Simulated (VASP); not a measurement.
# Ti3H in VASP: further runs

Runs on Ti3H. Level: PBE. Tasks: relaxation of the atoms.

All numbers are computed with VASP 6.6.1; they aren't measurements. Logs are shortened: lines on timing, memory, paths and dates and some standing lists are left out, and cuts for length are marked.

### Step 1. The cell of the first run

The cell holds a slab with vacuum, 4 atoms: a = 2.819 Å, b = 2.819 Å, c = 19.826 Å, α = 90.00°, β = 90.00°, γ = 109.47°.

### Step 2. Relaxation of the atoms, PBE

INCAR

```
SYSTEM = Ti3H
PREC = Accurate
ENCUT = 520
EDIFF = 1E-7
ISMEAR = 0
SIGMA = 0.1
LREAL = .False.
LASPH = .True.
NELM = 80
ALGO = Normal
ISIF = 2
LWAVE = .False.
LCHARG = .False.
LDIPOL = .True.
IDIPOL = 3
DIPOL = 0.5 0.5 0.359
GGA = PE
IBRION = 2
NSW = 36
EDIFFG = -0.025
```

KPOINTS

```
Automatic mesh
0
Gamma
  10 10 1
  0 0 0
```

POSCAR

```
Ti3H
1.0
    2.8192036097      0.0000000000      0.0000000000
   -0.9397345366      2.6579706533      0.0000000000
    0.0000000000      0.0000000000     19.8263799740
Ti H
3 1
Selective dynamics
Direct
    0.5000000000      0.5000000000      0.2017514042  F F F
    0.0000000000      0.0000000000      0.3111715134  F F F
    0.5000000000      0.5000000000      0.4199647129  F F F
    0.6666666667      0.6666666667      0.5034659092  F F T
```

Potentials or basis: VASP PAW PBE potentials, release 64 (Ti_sv, H).

The run is started by

```bash
$ cat potpaw_PBE.64/Ti_sv/POTCAR potpaw_PBE.64/H/POTCAR > POTCAR
$ mpirun -np 1 vasp_std > vasp.out
```

OUTCAR:

```text
SYSTEM = Ti3H
   PREC = Accurate
   ENCUT = 520
   EDIFF = 1E-7
   ISMEAR = 0
   LREAL = .False.
   LASPH = .True.
   NELM = 80
   ISIF = 2
   GGA = PE
   IBRION = 2
   NSW = 36
   EDIFFG = -0.025

 ion  position               nearest neighbor table
   1  0.500  0.500  0.202-   2 2.71   2 2.71
   2  0.000  0.000  0.311-   3 2.70   3 2.70   1 2.71   1 2.71
   3  0.500  0.500  0.420-   4 1.74   2 2.70   2 2.70
   4  0.667  0.667  0.503-   3 1.74

  LATTYP: Found a base centered orthorhombic cell.
 ALAT       =     3.2553359259
 B/A-ratio  =     1.4142135624
 C/A-ratio  =     6.0904252050

  Lattice vectors:

 A1 = (   2.8192036097,   0.0000000000,   0.0000000000)
 A2 = (  -0.9397345366,   2.6579706533,   0.0000000000)
 A3 = (   0.0000000000,   0.0000000000,  19.8263799740)

Analysis of symmetry for initial positions (statically):
=====================================================================
 Subroutine PRICEL returns:
 Original cell was already a primitive cell.

 Routine SETGRP: Setting up the symmetry group for a
 base centered orthorhombic supercell.

 Subroutine GETGRP returns: Found  2 space group operations
 (whereof  2 operations were pure point group operations)
 out of a pool of  8 trial point group operations.

The static configuration has the point symmetry C_1h.

Analysis of symmetry for dynamics (positions and initial velocities):
=====================================================================
 Subroutine PRICEL returns:
 Original cell was already a primitive cell.

 Routine SETGRP: Setting up the symmetry group for a
 base centered orthorhombic supercell.

 Subroutine GETGRP returns: Found  2 space group operations
 (whereof  2 operations were pure point group operations)
 out of a pool of  8 trial point group operations.

The dynamic configuration has the point symmetry C_1h.

Analysis of constrained symmetry for selective dynamics:
=====================================================================
 Subroutine PRICEL returns:
 Original cell was already a primitive cell.

 Routine SETGRP: Setting up the symmetry group for a
 base centered orthorhombic supercell.

 Subroutine GETGRP returns: Found  2 space group operations
 (whereof  2 operations were pure point group operations)
 out of a pool of  8 trial point group operations.

The constrained configuration has the point symmetry C_1h.

 Subroutine INISYM returns: Found  2 space group operations
 (whereof  2 operations are pure point group operations),
 and found     1 'primitive' translations

----------------------------------------------------------------------------------------

                                     Primitive cell

  volume of cell :     148.5662

  direct lattice vectors                    reciprocal lattice vectors
     2.819203610  0.000000000  0.000000000     0.354710102  0.125408959  0.000000000
    -0.939734537  2.657970653  0.000000000     0.000000000  0.376226878  0.000000000
     0.000000000  0.000000000 19.826379974     0.000000000  0.000000000  0.050437851

  length of vectors
     2.819203610  2.819203610 19.826379974     0.376226878  0.376226878  0.050437851

  position of ions in fractional coordinates (direct lattice)
     0.500000000  0.500000000  0.201751404
     0.000000000  0.000000000  0.311171513
     0.500000000  0.500000000  0.419964713
     0.666666667  0.666666667  0.503465909

  ion indices of the primitive-cell ions
   primitive index   ion index
[... 85 lines left out ...]
   TEBEG  =    0.0;   TEEND  =   0.0 temperature during run
   PSTRESS=    0.0 pullay stress
   NELECT =      37.0000    total number of electrons
   NUPDOWN=      -1.0000    fix difference up-down
   EMIN   =  10.00;   EMAX   =-10.00  energy-range for DOS
   EFERMI =   0.00;   METHOD = LEGACY
   ISMEAR =     0;   SIGMA  =   0.10  broadening in eV -4-tet -1-fermi 0-gaus
   EFERMI_NEDOS =   21; number of points for ismear=-14 and -15
   IALGO  =     38    algorithm
   IMIX   =      4    mixing-type and parameters
     AMIX     =   0.40;   BMIX     =  1.00
     AMIX_MAG =   1.60;   BMIX_MAG =  1.00
  volume/ion in A,a.u.               =      37.14       250.64
  Fermi-wavevector in a.u.,A,eV,Ry     =   1.029996  1.946410 14.434299  1.060891
  Thomas-Fermi vector in A             =   2.164071
   LORBIT       =      0    0 simple, 1 ext, 2 COOP (PROOUT), +10 PAW based schemes
   GGA     = PE    functional components
   LHFCALC =     F    Hartree Fock is set to
   AEXX    =    0.0000 exact exchange contribution
   IVDW    =     0    specifies the selected vdW correction
   LEPSILON=     F    determine dielectric tensor
   LRPA    =     F    only Hartree local field effects (RPA)
 conjugate gradient relaxation of ions
 non-spin polarized calculation
 Gauss-broadening in eV      SIGMA  =   0.10
  energy-cutoff  :      520.00
  volume of cell :      148.57
 maximum number of plane-waves:      4027
 NGX is ok and might be reduce to    24
   NGX = 11   NGY = 11   NGZ = 73

 dipolmoment           0.000000      0.000000     -0.154846 electrons x Angstroem

--------------------------------------- Ionic step        1  -------------------------------------------

 number of electron      36.9999992 magnetization

 Free energy of the ion-electron system (eV)
  ---------------------------------------------------
  ext. energy  EPLUGINS =         0.00000000
  ---------------------------------------------------
  free energy    TOTEN  =       -24.66257654 eV

  energy without entropy =      -24.61562839  energy(sigma->0) =      -24.63910246

------------------------ aborting loop because EDIFF is reached ----------------------------------------

  FORCE on cell =-STRESS in cart. coord.  units (eV):
  Direction    XX          YY          ZZ          XY          YZ          ZX
  --------------------------------------------------------------------------------------
  -------------------------------------------------------------------------------------
  Total       -0.3548772      0.0588055      0.5921158      0.5850356      0.9746631      0.6891927
  in kB       -3.8270898      0.6341736      6.3855337      6.3091791     10.5110246      7.4324363
  external PRESSURE =       1.0642058 kB  Pullay stress =       0.0000000 kB

 VOLUME and BASIS-vectors are now :
 -----------------------------------------------------------------------------
  energy-cutoff  :      520.00
  volume of cell :      148.57
      direct lattice vectors                 reciprocal lattice vectors
     2.819203610  0.000000000  0.000000000     0.354710102  0.125408959  0.000000000
    -0.939734537  2.657970653  0.000000000     0.000000000  0.376226878  0.000000000
     0.000000000  0.000000000 19.826379974     0.000000000  0.000000000  0.050437851

 POSITION                                       TOTAL-FORCE (eV/Angst)
 -----------------------------------------------------------------------------------
      0.93973      1.32899      4.00000        -0.019051     -0.026942      0.028812
      0.00000      0.00000      6.16940         0.119174      0.168538     -0.364177
      0.93973      1.32899      8.32638        -0.622003     -0.879645      0.362054
      1.25298      1.77198      9.98191         0.521880      0.738049     -0.026689
 -----------------------------------------------------------------------------------
    total drift:                                0.000039      0.000056      0.000113

  FREE ENERGIE OF THE ION-ELECTRON SYSTEM (eV)
  ---------------------------------------------------
  free  energy   TOTEN  =       -24.6625765375 eV

  energy  without entropy=      -24.6156283921  energy(sigma->0) =      -24.63910246

--------------------------------------- Ionic step        2  -------------------------------------------

 number of electron      36.9999992 magnetization

 dipolmoment           0.000000      0.000000      0.081405 electrons x Angstroem

 Free energy of the ion-electron system (eV)
  ---------------------------------------------------
  ext. energy  EPLUGINS =         0.00000000
  ---------------------------------------------------
  free energy    TOTEN  =       -24.66260436 eV

  energy without entropy =      -24.61566855  energy(sigma->0) =      -24.63913645

 E-fermi :  -0.4390     XC(G=0):  -5.1343

 val. band max:       -0.4455879973   @ k =   0.0000   0.0000   0.0000
 cond. band min:      -0.4380850181   @ k =   0.4000   0.1000   0.0000
 fundamental gap:      0.0075029792
 Fermi energy:        -0.4389861815

 k-point     1 :       0.0000    0.0000    0.0000
  band No.  band energies     occupation
      1     -57.0688      2.00000
      2     -57.0506      2.00000
      3     -56.6975      2.00000
      4     -33.5257      2.00000
      5     -33.3375      2.00000
      6     -33.1080      2.00000
[... 589 lines left out ...]
     21       0.3682      0.00000
     22       0.4692      0.00000

 [... further k-points ...]

------------------------ aborting loop because EDIFF is reached ----------------------------------------

 vacuum level on the upper side and lower side of the slab       (xc-potential included)         0.830        -1.163

  FORCE on cell =-STRESS in cart. coord.  units (eV):
  Direction    XX          YY          ZZ          XY          YZ          ZX
  --------------------------------------------------------------------------------------
  -------------------------------------------------------------------------------------
  Total       -0.3533805      0.0611007      0.6110467      0.5861649      0.9783687      0.6918130
  in kB       -3.8109491      0.6589258      6.5896889      6.3213577     10.5509871      7.4606941
  external PRESSURE =       1.1458885 kB  Pullay stress =       0.0000000 kB

 VOLUME and BASIS-vectors are now :
 -----------------------------------------------------------------------------
  energy-cutoff  :      520.00
  volume of cell :      148.57
      direct lattice vectors                 reciprocal lattice vectors
     2.819203610  0.000000000  0.000000000     0.354710102  0.125408959  0.000000000
    -0.939734537  2.657970653  0.000000000     0.000000000  0.376226878  0.000000000
     0.000000000  0.000000000 19.826379974     0.000000000  0.000000000  0.050437851

 POSITION                                       TOTAL-FORCE (eV/Angst)
 -----------------------------------------------------------------------------------
      0.93973      1.32899      4.00000        -0.019069     -0.026967      0.028827
      0.00000      0.00000      6.16940         0.119252      0.168648     -0.364060
      0.93973      1.32899      8.32638        -0.624115     -0.882633      0.351458
      1.25298      1.77198      9.98062         0.523932      0.740951     -0.016225
 -----------------------------------------------------------------------------------
    total drift:                                0.000065      0.000091      0.000652

  FREE ENERGIE OF THE ION-ELECTRON SYSTEM (eV)
  ---------------------------------------------------
  free  energy   TOTEN  =       -24.6626043568 eV

  energy  without entropy=      -24.6156685489  energy(sigma->0) =      -24.63913645

 reached required accuracy - stopping structural energy minimisation

 vacuum level on the upper side and lower side of the slab         5.693         3.647
```

It took 3.4 min on 1 thread of Intel Xeon Platinum 8488C (Sapphire Rapids), shared host; peak memory 0.33 GiB.

Results:

| Item | Value |
| --- | --- |
| Free energy | -24.6626 eV |
| Energy gained by relaxing | 0.0 meV/atom |
| Ionic steps | 2 |
| Band gap on the k mesh | zero (an odd number of electrons rules out a gap without spin polarisation) |

Final structure:
```cif
data_structure
_symmetry_space_group_name_H-M 'P 1'
_symmetry_Int_Tables_number 1
_cell_length_a 2.8192
_cell_length_b 2.8192
_cell_length_c 19.8264
_cell_angle_alpha 90.000
_cell_angle_beta 90.000
_cell_angle_gamma 109.471
_cell_volume 148.57
loop_
_atom_site_label
_atom_site_type_symbol
_atom_site_fract_x
_atom_site_fract_y
_atom_site_fract_z
_atom_site_occupancy
Ti1 Ti 0.50000 0.50000 0.20175 1
Ti2 Ti 0.00000 0.00000 0.31117 1
Ti3 Ti 0.50000 0.50000 0.41996 1
H1 H 0.66667 0.66667 0.50340 1
```

### Step 3. Relaxation of the atoms, PBE

INCAR

```
ALGO = Fast
DIPOL = 0.5 0.5 0.350
EDIFF = 1E-7
EDIFFG = -0.025
ENCUT = 520
GGA = PE
IBRION = 2
IDIPOL = 3
ISIF = 2
ISMEAR = 0
LASPH = True
LCHARG = False
LDIPOL = True
LREAL = False
LWAVE = False
NELM = 60
NSW = 36
PREC = Accurate
SIGMA = 0.1
```

KPOINTS

```
k-points
0
Gamma
  10 10 1
```

POSCAR, as its differences from that of step 2:

```diff
@@ -12,2 +12,2 @@
     0.5000000000      0.5000000000      0.4199647129  F F F
-    0.6666666667      0.6666666667      0.5034659092  F F T
+    0.8333333333      1.1666666667      0.4668679010  F F T
```

Potentials or basis: VASP PAW PBE potentials, release 64 (Ti_sv, H).

The run is started by

```bash
$ cat potpaw_PBE.64/Ti_sv/POTCAR potpaw_PBE.64/H/POTCAR > POTCAR
$ mpirun -np 1 vasp_std > vasp.out
```

Run time: 32 min. Hardware: 1 thread of Oxide Virtual Turin-like, shared host; peak memory 0.31 GiB.

It converged, with:

```
Free energy               : -25.8473 eV
Energy gained by relaxing : 7.0 meV/atom
Ionic steps               : 5
Band gap on the k mesh    : zero (an odd number of electrons rules out a gap without spin polarisation)
```

Step by step:
```
step  energy change (eV)  largest force on free atoms (eV/Å)  pressure (GPa)
   1              0.0000                              0.4552            0.45
   2             -0.0091                              0.3745            0.40
   3             -0.0258                              0.1311            0.15
   4             -0.0105                              0.3616           -0.32
   5             -0.0281                              0.0003            0.02
```

Final structure:
```cif
data_structure
_symmetry_space_group_name_H-M 'P 1'
_symmetry_Int_Tables_number 1
_cell_length_a 2.8192
_cell_length_b 2.8192
_cell_length_c 19.8264
_cell_angle_alpha 90.000
_cell_angle_beta 90.000
_cell_angle_gamma 109.471
_cell_volume 148.57
loop_
_atom_site_label
_atom_site_type_symbol
_atom_site_fract_x
_atom_site_fract_y
_atom_site_fract_z
_atom_site_occupancy
Ti1 Ti 0.50000 0.50000 0.20175 1
Ti2 Ti 0.00000 0.00000 0.31117 1
Ti3 Ti 0.50000 0.50000 0.41996 1
H1 H 0.83333 0.16667 0.47307 1
```

Levels at points of the mesh, in eV from the Fermi level:
```csv
k point,band 17,band 18,band 19,band 20,band 21,band 22
"(0.00, 0.00, 0.00)",-0.40,-0.01,0.07,0.94,1.04,1.12
"(0.50, 0.00, 0.00)",-0.35,-0.27,-0.06,0.18,1.04,2.27
"(0.50, 0.50, 0.00)",-1.09,-0.20,-0.06,1.18,1.74,1.91
```
